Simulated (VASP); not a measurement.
# TlCl (Pm-3m) in VASP: single point with revPBE

Aim: the single point of TlCl with revPBE.

Program: VASP 6.6.1. These are calculated values, not measurements. Logs are shortened: lines on timing, memory, paths and dates and some standing lists are left out, and cuts for length are marked.

## (1) The cell of the first run

The structure is cubic, space group Pm-3m (No. 221). The conventional cell has a = 3.834 Å, b = 3.834 Å, c = 3.834 Å, α = 90.00°, β = 90.00°, γ = 90.00°. Within 4.4 Å of Tl (site symmetry m-3m) lie 8 Cl at 3.32 Å and 6 Tl at 3.83 Å. Cl (site symmetry m-3m) has 8 Tl at 3.32 Å and 6 Cl at 3.83 Å within 4.4 Å.

## (2) Single point, revPBE

Contents of INCAR:

```
PREC = Accurate
ENCUT = 500
EDIFF = 1E-6
ISMEAR = 0
SIGMA = 0.01
LREAL = F
LASPH = T
NELM = 120
ALGO = Normal
ISIF = 2
LWAVE = F
LCHARG = T
GGA = RE
LELF = T
LVHAR = T
NBANDS = 17
GGA_COMPAT = F
```

Contents of KPOINTS:

```
Automatic mesh
0
Gamma
  5 5 5
  0.5 0.5 0.5
```

Contents of POSCAR:

```
TlCl
1.0
    3.8340000000      0.0000000000      0.0000000000
    0.0000000000      3.8340000000      0.0000000000
    0.0000000000      0.0000000000      3.8340000000
Tl Cl
1 1
Direct
    0.0000000000      0.0000000000      0.0000000000
    0.5000000000      0.5000000000      0.5000000000
```

Potentials or basis: VASP PAW PBE potentials, release 64 (Tl_d, Cl).

Run with:

```
$ cat potpaw_PBE.64/Tl_d/POTCAR potpaw_PBE.64/Cl/POTCAR > POTCAR
$ mpirun -np 1 vasp_std > vasp.out
```

OUTCAR:

```text
PREC = Accurate
   ENCUT = 500
   EDIFF = 1E-6
   ISMEAR = 0
   LREAL = F
   LASPH = T
   NELM = 120
   ISIF = 2
   GGA = RE

 ion  position               nearest neighbor table
   1  0.000  0.000  0.000-   2 3.32   2 3.32   2 3.32   2 3.32   2 3.32   2 3.32   2 3.32   2 3.32

   2  0.500  0.500  0.500-   1 3.32   1 3.32   1 3.32   1 3.32   1 3.32   1 3.32   1 3.32   1 3.32

  LATTYP: Found a simple cubic cell.
 ALAT       =     3.8340000000

  Lattice vectors:

 A1 = (   3.8340000000,   0.0000000000,   0.0000000000)
 A2 = (   0.0000000000,   3.8340000000,   0.0000000000)
 A3 = (   0.0000000000,   0.0000000000,   3.8340000000)

Analysis of symmetry for initial positions (statically):
=====================================================================
 Subroutine PRICEL returns:
 Original cell was already a primitive cell.

 Routine SETGRP: Setting up the symmetry group for a
 simple cubic supercell.

 Subroutine GETGRP returns: Found 48 space group operations
 (whereof 48 operations were pure point group operations)
 out of a pool of 48 trial point group operations.

The static configuration has the point symmetry O_h .

Analysis of symmetry for dynamics (positions and initial velocities):
=====================================================================
 Subroutine PRICEL returns:
 Original cell was already a primitive cell.

 Routine SETGRP: Setting up the symmetry group for a
 simple cubic supercell.

 Subroutine GETGRP returns: Found 48 space group operations
 (whereof 48 operations were pure point group operations)
 out of a pool of 48 trial point group operations.

The dynamic configuration has the point symmetry O_h .

 Subroutine INISYM returns: Found 48 space group operations
 (whereof 48 operations are pure point group operations),
 and found     1 'primitive' translations

----------------------------------------------------------------------------------------

                                     Primitive cell

  volume of cell :      56.3581

  direct lattice vectors                    reciprocal lattice vectors
     3.834000000  0.000000000  0.000000000     0.260824204  0.000000000  0.000000000
     0.000000000  3.834000000  0.000000000     0.000000000  0.260824204  0.000000000
     0.000000000  0.000000000  3.834000000     0.000000000  0.000000000  0.260824204

  length of vectors
[... 63 lines left out ...]
   LSORBIT =      F    spin-orbit coupling
   LASPH  =      T    aspherical Exc in radial PAW
   ENCUT  =  500.0 eV  36.75 Ry    6.06 a.u.   6.99  6.99  6.99*2*pi/ulx,y,z
   NELM   =    120;   NELMIN=  2; NELMDL= -5     # of ELM steps
   EDIFF  = 0.1E-05   stopping-criterion for ELM
   LREAL  =      F    real-space projection
   EDIFFG = 0.1E-04   stopping-criterion for IOM
   NSW    =      0    number of steps for IOM
   IBRION =     -1    ionic relax: 0-MD 1-quasi-New 2-CG
   NFREE  =      0    steps in history (QN), initial steepest desc. (CG)
   ISIF   =      2    stress and relaxation
   ISYM   =      2    0-nonsym 1-usesym 2-fastsym
   POTIM  = 0.5000    time-step for ionic-motion
   TEBEG  =    0.0;   TEEND  =   0.0 temperature during run
   PSTRESS=    0.0 pullay stress
   NELECT =      20.0000    total number of electrons
   NUPDOWN=      -1.0000    fix difference up-down
   EMIN   =  10.00;   EMAX   =-10.00  energy-range for DOS
   EFERMI =   0.00;   METHOD = LEGACY
   ISMEAR =     0;   SIGMA  =   0.01  broadening in eV -4-tet -1-fermi 0-gaus
   EFERMI_NEDOS =   21; number of points for ismear=-14 and -15
   IALGO  =     38    algorithm
   IMIX   =      4    mixing-type and parameters
     AMIX     =   0.40;   BMIX     =  1.00
     AMIX_MAG =   1.60;   BMIX_MAG =  1.00
  volume/ion in A,a.u.               =      28.18       190.16
  Fermi-wavevector in a.u.,A,eV,Ry     =   1.159043  2.190273 18.277790  1.343380
  Thomas-Fermi vector in A             =   2.295639
   LORBIT       =      0    0 simple, 1 ext, 2 COOP (PROOUT), +10 PAW based schemes
   GGA     = RE    functional components
   LHFCALC =     F    Hartree Fock is set to
   AEXX    =    0.0000 exact exchange contribution
   IVDW    =     0    specifies the selected vdW correction
   LEPSILON=     F    determine dielectric tensor
   LRPA    =     F    only Hartree local field effects (RPA)
 non-spin polarized calculation
 Gauss-broadening in eV      SIGMA  =   0.01
  energy-cutoff  :      500.00
  volume of cell :       56.36
 maximum number of plane-waves:      1472
 NGX is ok and might be reduce to    28
   NGX = 13   NGY = 13   NGZ = 13

 number of electron      19.9999993 magnetization

 Free energy of the ion-electron system (eV)
  ---------------------------------------------------
  ext. energy  EPLUGINS =         0.00000000
  ---------------------------------------------------
  free energy    TOTEN  =        -5.47236782 eV

  energy without entropy =       -5.47236782  energy(sigma->0) =       -5.47236782

 E-fermi :   2.5711     XC(G=0):  -8.9587

 val. band max:        2.5126630305   @ k =   0.5000   0.1000   0.1000
 cond. band min:       5.4595106512   @ k =   0.5000   0.5000   0.5000
 fundamental gap:      2.9468476207
 Fermi energy:         2.5711283059

 k-point     1 :       0.1000    0.1000    0.1000
  band No.  band energies     occupation
      1     -10.9005      2.00000
      2      -7.1287      2.00000
      3      -7.1287      2.00000
      4      -6.9272      2.00000
      5      -6.9270      2.00000
      6      -6.9270      2.00000
[... 177 lines left out ...]
      4      -7.0911      2.00000
      5      -6.8470      2.00000
      6      -6.8470      2.00000
[... 9 lines left out ...]
     16      15.8060      0.00000
     17      19.8158      0.00000

------------------------ aborting loop because EDIFF is reached ----------------------------------------

  FORCE on cell =-STRESS in cart. coord.  units (eV):
  Direction    XX          YY          ZZ          XY          YZ          ZX
  --------------------------------------------------------------------------------------
  -------------------------------------------------------------------------------------
  Total        0.9995778      0.9995778      0.9995778      0.0000000      0.0000000      0.0000000
  in kB       28.4165179     28.4165179     28.4165179      0.0000000      0.0000000      0.0000000
  external PRESSURE =      28.4165179 kB  Pullay stress =       0.0000000 kB

 VOLUME and BASIS-vectors are now :
 -----------------------------------------------------------------------------
  energy-cutoff  :      500.00
  volume of cell :       56.36
      direct lattice vectors                 reciprocal lattice vectors
     3.834000000  0.000000000  0.000000000     0.260824204  0.000000000  0.000000000
     0.000000000  3.834000000  0.000000000     0.000000000  0.260824204  0.000000000
     0.000000000  0.000000000  3.834000000     0.000000000  0.000000000  0.260824204

 POSITION                                       TOTAL-FORCE (eV/Angst)
 -----------------------------------------------------------------------------------
      0.00000      0.00000      0.00000         0.000000      0.000000      0.000000
      1.91700      1.91700      1.91700         0.000000      0.000000      0.000000
 -----------------------------------------------------------------------------------
    total drift:                               -0.000000      0.000000      0.000000

  FREE ENERGIE OF THE ION-ELECTRON SYSTEM (eV)
  ---------------------------------------------------
  free  energy   TOTEN  =        -5.4723678181 eV

  energy  without entropy=       -5.4723678181  energy(sigma->0) =       -5.47236782
```

stdout:

```text
POSCAR found type information on POSCAR TlCl
 POSCAR found :  2 types and       2 ions
 scaLAPACK will be used
 -----------------------------------------------------------------------------
|                                                                             |
|                                                                             |
|     You enforced a specific xc type in the INCAR file but a different       |
|     I HOPE YOU KNOW WHAT YOU ARE DOING!                                     |
|                                                                             |
 -----------------------------------------------------------------------------

 LDA part: xc-table for (Slater+PW92), standard interpolation
 POSCAR, INCAR and KPOINTS ok, starting setup
 FFT: planning ... GRIDC
 FFT: planning ... GRID_SOFT
 FFT: planning ... GRID
 WAVECAR not read
 entering main loop
```

Run time: 5.7 s. Hardware: 1 thread of Intel Xeon Platinum 8559C (Emerald Rapids), shared host; peak memory 0.15 GiB.

Results:

| Item | Value |
| --- | --- |
| Free energy | -5.4724 eV |
| Pressure | 2.8 GPa |
| Band gap on the k mesh | 2.95 eV, indirect (least direct gap 3.06 eV) |

Caveat: the PAW data sets were made with another functional, which shifts forces and pressure a little; spin-orbit coupling is left out, which moves the levels of the heavy elements.
